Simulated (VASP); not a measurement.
Wanted: the native input for a VASP 6.6.1 run.

```
Task                   : single point
Functional             : PBEsol
Potentials or basis    : VASP PAW PBE potentials, release 64 (Mo_sv, S)
Cutoff                 : 520 eV
k mesh                 : 10 × 10 × 1
Occupations            : fermi-dirac, width 0.05 eV
Spin                   : no spin polarisation
Hubbard terms          : Mo d U = 3.0 eV
Dipole correction      : no
Further INCAR settings : ALGO = Normal; EDIFF = 1e-06; NBANDS = 49
```

The structure of MoS2 lies in POSCAR:

```
MoS2
1.0
    3.1410868280      0.0000000000      0.0000000000
   -1.5705434140      2.7202609885      0.0000000000
    0.0000000000      0.0000000000     27.9848819432
Mo S
3 6
Direct
    0.3333333333      0.6666666667      0.2241680639
    0.3333333333      0.6666666667      0.7758319361
    0.6666666667      0.3333333333      0.0000000000
    0.6666666667      0.3333333333      0.1684783871
    0.6666666667      0.3333333333      0.7201913518
    0.3333333333      0.6666666667      0.9443141617
    0.6666666667      0.3333333333      0.2798086482
    0.6666666667      0.3333333333      0.8315216129
    0.3333333333      0.6666666667      0.0556858383
```

One way to write it, as run:

INCAR

```
SYSTEM = MoS2
  ALGO = Normal
  EDIFF = 1E-6
  ENCUT = 520
  GGA = PS
  ISIF = 2
  ISMEAR = -1
  LASPH = .True.
  LCHARG = .False.
  LDAU = .True.
  LDAUJ = 0 0
  LDAUL = 2 -1
  LDAUPRINT = 1
  LDAUTYPE = 2
  LDAUU = 3 0
  LMAXMIX = 4
  LREAL = .False.
  LWAVE = .False.
  NBANDS = 49
  NELM = 150
  PREC = Accurate
  SIGMA = 0.05
```

KPOINTS

```
k-points
0
Gamma
  10 10 1
  0 0 0
```

Potentials or basis: VASP PAW PBE potentials, release 64 (Mo_sv, S).

The run is started by

```bash
$ cat potpaw_PBE.64/Mo_sv/POTCAR potpaw_PBE.64/S/POTCAR > POTCAR
$ mpirun -np 1 vasp_std > vasp.out
```

Results of the run:

```yaml
Largest_force: 0.224 eV/Å
Band_gap_on_the_k_mesh: 1.26 eV, indirect (least direct gap 1.96 eV)
```

Caveat: the PAW data sets were made with another functional, which shifts forces and pressure a little.

Wall time 6.2 min on 1 thread of Oxide Virtual Turin-like Processor, with other jobs on the host, peak memory 0.36 GiB.
